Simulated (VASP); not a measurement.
Wanted: the native input for a VASP 6.6.1 run.

* Task: single point
* Functional: PBE
* Potentials or basis: VASP PAW PBE potentials, release 64 (Bi_d)
* Cutoff: 520 eV
* k mesh: 4 × 4 × 4
* Occupations: fermi-dirac, width 0.1 eV
* Spin: no spin polarisation
* Dipole correction: no
* Further INCAR settings: ALGO = Normal; EDIFF = 1e-06; NBANDS = 22

The structure of Bi lies in POSCAR:

```
Bi
1.0
    2.2924582305      1.3235513765      4.0467531177
   -2.2924582305      1.3235513765      4.0467531177
    0.0000000000     -2.6471027530      4.0467531177
Bi
2
Direct
    0.2337113826      0.2337113826      0.2337113826
    0.7662886174      0.7662886174      0.7662886174
```

These files were run (other wordings do the same):

INCAR

```
PREC = Accurate
ENCUT = 520
EDIFF = 1E-6
ISMEAR = -1
SIGMA = 0.1
LREAL = F
LASPH = T
NELM = 60
ALGO = Normal
ISIF = 2
LWAVE = F
LCHARG = F
GGA = PE
NBANDS = 22
```

KPOINTS

```
Automatic mesh
0
Gamma
  4 4 4
```

Potentials or basis: VASP PAW PBE potentials, release 64 (Bi_d).

The run is started by

```bash
$ cat potpaw_PBE.64/Bi_d/POTCAR > POTCAR
$ mpirun -np 1 vasp_std > vasp.out
```

Results of the run:

```json
{
  "Pressure": "-0.3 GPa",
  "Largest force": "0.202 eV/Å"
}
```

Caveat: the k points lie up to 0.42 Å⁻¹ apart.

It took 10 s on 1 thread of Intel(R) Xeon(R) Platinum 8559C (Emerald Rapids), with other jobs on the host, peak memory 0.2 GiB.
